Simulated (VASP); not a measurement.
Input of a VASP 6.6.1 run:

INCAR

```
PREC = Accurate
ENCUT = 520
EDIFF = 1E-7
ISMEAR = 0
SIGMA = 0.1
LREAL = F
LASPH = T
NELM = 100
ALGO = Normal
ISIF = 2
LWAVE = F
LCHARG = T
GGA = PS
LELF = T
LVHAR = T
NBANDS = 23
```

The input KPOINTS:

```
regular mesh
0
Gamma
  12 12 8
```

Contents of POSCAR:

```
SbPt
1.0
    4.1707838795      0.0000000000      0.0000000000
   -2.0853919397      3.6120047933      0.0000000000
    0.0000000000      0.0000000000      5.4684868206
Sb Pt
2 2
Direct
    0.3333333333      0.6666666667      0.2500000000
    0.6666666667      0.3333333333      0.7500000000
    0.0000000000      0.0000000000      0.0000000000
    0.0000000000      0.0000000000      0.5000000000
```

Potentials or basis: VASP PAW PBE potentials, release 64 (Sb, Pt).

Run with:

```bash
$ cat potpaw_PBE.64/Sb/POTCAR potpaw_PBE.64/Pt/POTCAR > POTCAR
$ mpirun -np 1 vasp_std > vasp.out
```

Estimate the pressure.

-0.2 GPa.

Estimate the band gap on the k mesh.

zero (band 15 reaches 12.06 eV, above the bottom of band 16 at 8.01 eV).

Caveat: the PAW data sets were made with another functional, which shifts forces and pressure a little; spin-orbit coupling is left out, which moves the levels of the heavy elements.
